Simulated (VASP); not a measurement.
Set up this calculation in VASP 6.6.1, as the native input.

| Item | Value |
| --- | --- |
| Task | single point |
| Functional | PBEsol |
| Potentials or basis | VASP PAW PBE potentials, release 64 (Ba_sv) |
| Cutoff | 520 eV |
| k mesh | 11 × 11 × 11 |
| Occupations | fermi-dirac, width 0.08 eV |
| Spin | no spin polarisation |
| Dipole correction | no |
| Further INCAR settings | ALGO = Normal; EDIFF = 1e-06; NBANDS = 11 |

The structure of Ba lies in POSCAR:

```
Ba
1.0
   -2.4387096779      2.4387096779      2.4387096779
    2.4387096779     -2.4387096779      2.4387096779
    2.4387096779      2.4387096779     -2.4387096779
Ba
1
Direct
    0.0000000000      0.0000000000      0.0000000000
```

The input as run:

INCAR

```
SYSTEM = Ba
PREC = Accurate
ENCUT = 520
EDIFF = 1E-6
ISMEAR = -1
SIGMA = 0.08
LREAL = .False.
LASPH = .True.
NELM = 60
ALGO = Normal
ISIF = 2
LWAVE = .False.
LCHARG = .False.
GGA = PS
NBANDS = 11
```

KPOINTS

```
regular mesh
0
Gamma
  11 11 11
  0 0 0
```

Potentials or basis: VASP PAW PBE potentials, release 64 (Ba_sv).

The run is started by

```console
$ cat potpaw_PBE.64/Ba_sv/POTCAR > POTCAR
$ mpirun -np 1 vasp_std > vasp.out
```

Results of the run:

| Quantity | Value |
| --- | --- |
| Pressure | 0.1 GPa |
| Band gap on the k mesh | zero (bands 5 and 6 overlap by 1.00 eV) |

Caveat: the PAW data sets were made with another functional, which shifts forces and pressure a little; spin-orbit coupling is left out, which moves the levels of the heavy elements.

Wall time 28 s on 1 thread of Intel Xeon 8259CL, on a shared host, peak memory 0.19 GiB.
